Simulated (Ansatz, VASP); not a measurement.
## One calculation of CsCl, two programs

```xyz
2
Lattice="4.1773 0.0000 0.0000 0.0000 4.1773 0.0000 0.0000 0.0000 4.1773" Properties=species:S:1:pos:R:3 pbc="T T T"
Cs    0.0000    0.0000    0.0000
Cl    2.0886    2.0886    2.0886
```

Change from the starting cell: volume scaled by 1.04, PAW files.

Alike in both runs: task electric field gradients; functional PBEsol; k mesh 6 × 6 × 6; occupations fermi-dirac, width 0.03 eV; no spin polarisation.

```csv
,VASP,Ansatz
version,VASP 6.6.1,Ansatz 0.2.0
potentials or method,"VASP PAW PBE potentials, release 64 (Cs_sv, Cl)","PAW with Ansatz's default frozen-core files, scalar-relativistic"
plane-wave cutoff (eV),400,420
valence electrons in the cell,16,16
```

VASP gave:

- gap on the k mesh at the Fermi level (eV): 4.88
- pressure (GPa): -1.2

Task: What did Ansatz give for the same quantities?

Result: gap on the k mesh at the Fermi level (eV): 4.89; pressure (GPa): -1.2.

VASP's potentials were made for PBE, not for PBEsol.

Spin-orbit coupling is off throughout.
